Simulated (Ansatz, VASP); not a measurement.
## Cs3Pt in VASP and in Ansatz

INCAR

```
ALGO = Normal ; EDIFF = 1E-6
ENCUT = 520 ; ISIF = 2
ISMEAR = 1 ; LASPH = T
LCHARG = F ; LREAL = F
LWAVE = F ; NBANDS = 26
NELM = 80 ; PREC = Accurate
SIGMA = 0.05
```

KPOINTS

```
k-points
0
Gamma
  3 3 3
```

File POSCAR:

```
Cs3Pt
1.0
    5.7776530000      0.0000000000      0.0000000000
    0.0000000000      5.7776530000      0.0000000000
    0.0000000000      0.0000000000      5.7776530000
Cs Pt
3 1
Direct
    0.0000000000      0.0000000000      0.5000000000
    0.0000000000      0.5000000000      0.0000000000
    0.5000000000      0.0000000000      0.0000000000
    0.5000000000      0.5000000000      0.5000000000
```

Input for Ansatz:

```yaml
crystal:
  lattice:
    - [5.777653, 0.0, 0.0]
    - [0.0, 5.777653, 0.0]
    - [0.0, 0.0, 5.777653]
  atoms:
    - { symbol: Cs, position: [0.0, 0.0, 0.5] }
    - { symbol: Cs, position: [0.0, 0.5, 0.0] }
    - { symbol: Cs, position: [0.5, 0.0, 0.0] }
    - { symbol: Pt, position: [0.5, 0.5, 0.5] }
basis:
  ecutwfc: 630.0
  xc_grid: 2
kpoints:
  mp_grid:
    grid: [3, 3, 3]
hamiltonian:
  xc: lda
scf:
  max_iter: 80
  occupations:
    method: cold
    width: 0.05
output:
  stress: true
```

Alike in both runs: task single point; functional LDA; k mesh 3 × 3 × 3; no spin polarisation.

```csv
,VASP,Ansatz
version,VASP 6.6.1,Ansatz 0.2.0
potentials or method,"VASP PAW LDA potentials, release 64 (Cs_sv, Pt), cutoff 520 eV","plane waves, PAW"
occupations,"methfessel-paxton of order 1, width 0.05 eV","cold, width 0.05 eV"
valence electrons in the cell,37,45
```

|  | VASP | Ansatz | Ansatz less VASP |
| --- | --- | --- | --- |
| pressure (GPa) | -2.0 | -2.1 | -0.06 |

LDA's correlation is that of Perdew and Zunger in VASP and of Perdew and Wang (1992) in Ansatz. VASP's potentials hold 37 valence electrons a cell and Ansatz's 45, so a difference there can come from the potentials and not from the codes.

The k mesh is coarse, so the values compare programs but aren't converged. Spin-orbit coupling is off throughout.
